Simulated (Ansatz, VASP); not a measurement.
RbCl: VASP beside Ansatz

```
CELL_PARAMETERS angstrom
0.00000 3.06766 3.06766
3.06766 0.00000 3.06766
3.06766 3.06766 0.00000
ATOMIC_POSITIONS crystal
Rb 0.00000 0.00000 0.00000
Cl 0.50000 0.50000 0.50000
```

Alike in both runs: task single point; functional PBE; k mesh 6 × 6 × 6; occupations gaussian, width 0.02 eV; no spin polarisation.

|  | VASP | Ansatz |
| --- | --- | --- |
| version | VASP 6.6.1 | Ansatz 0.2.0 |
| potentials or method | VASP PAW PBE potentials, release 64 (Rb_sv, Cl), cutoff 500 eV | scalar-relativistic, plane waves, PAW |
| valence electrons in the cell | 16 | 16 |

VASP gave:

* gap on the k mesh at the Fermi level (eV): 5.75
* least direct gap on the mesh (eV): 5.75
* pressure (GPa): 7.3

Question: What did Ansatz give for the same quantities?

Answer: gap on the k mesh at the Fermi level (eV): 5.76; least direct gap on the mesh (eV): 5.76; pressure (GPa): 7.2.
